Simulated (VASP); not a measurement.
A run of VASP 6.6.1 is set up as follows.

File INCAR:

```
PREC = Accurate
ENCUT = 520
EDIFF = 1E-6
ISMEAR = 0
SIGMA = 0.1
LREAL = F
LASPH = T
NELM = 100
ALGO = Fast
ISIF = 2
LWAVE = F
LCHARG = F
GGA = PE
NBANDS = 66
```

KPOINTS

```
regular mesh
0
Gamma
  8 8 8
```

The input POSCAR:

```
W
1.0
    5.0786766932      0.0000000000      0.0000000000
    0.0000000000      5.0786766932      0.0000000000
    0.0000000000      0.0000000000      5.0786766932
W
8
Direct
    0.0000000000      0.0000000000      0.0000000000
    0.5000000000      0.5000000000      0.5000000000
    0.0000000000      0.5000000000      0.2500000000
    0.0000000000      0.5000000000      0.7500000000
    0.2500000000      0.0000000000      0.5000000000
    0.7500000000      0.0000000000      0.5000000000
    0.5000000000      0.7500000000      0.0000000000
    0.5000000000      0.2500000000      0.0000000000
```

Potentials or basis: VASP PAW PBE potentials, release 64 (W_sv).

Run with:

```console
$ cat potpaw_PBE.64/W_sv/POTCAR > POTCAR
$ mpirun -np 1 vasp_std > vasp.out
```

(1) Estimate the band gap on the k mesh.

(2) Estimate the pressure.

Results:

(1) zero (bands 56 and 57 overlap by 0.81 eV).

(2) 0.6 GPa.

Caveat: spin-orbit coupling is left out, which moves the levels of the heavy elements.
